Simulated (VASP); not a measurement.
Runs of VASP 6.6.1 on SiSe. The structure is that of space group P-6m2 (No. 187), or close to it. The cells are those of the table. 

```tsv
task	cell	k mesh	cutoff (eV)	gap on the mesh (eV)	pressure (GPa)	relaxed volume (Å³/atom)
relaxation of cell and atoms	relaxed from a = 3.614, b = 3.614, c = 3.588 Å, angles 90.0, 90.0, 120.0°, 2 atoms	18 × 18 × 16	600	none	0.0	20.17
single point	a = 3.614, b = 3.614, c = 3.588 Å, angles 90.0, 90.0, 120.0°, 2 atoms	6 × 6 × 6	520	none	0.0	-
single point	a = 3.595, b = 3.595, c = 3.599 Å, angles 90.0, 90.0, 120.0°, 2 atoms	18 × 18 × 16	520	none	0.0	-
relaxation of cell and atoms	relaxed from a = 3.494, b = 3.494, c = 3.366 Å, angles 90.0, 90.0, 120.0°, 2 atoms	6 × 6 × 6	600	none	0.1	20.23
single point	a = 3.494, b = 3.494, c = 3.366 Å, angles 90.0, 90.0, 120.0°, 2 atoms	6 × 6 × 6	520	none	(a)	-
```

Alike in all rows: level PBE; potentials or basis VASP PAW PBE potentials, release 64 (Si, Se); no spin polarisation; smearing gaussian 0.1 eV.

Problem. Fill in the values left out.

Solution. (a) 10.7.

A k mesh can miss the band edges, and the runs leave out spin-orbit coupling on Se.

A gap of «none» marks levels without a gap at the run's occupations.
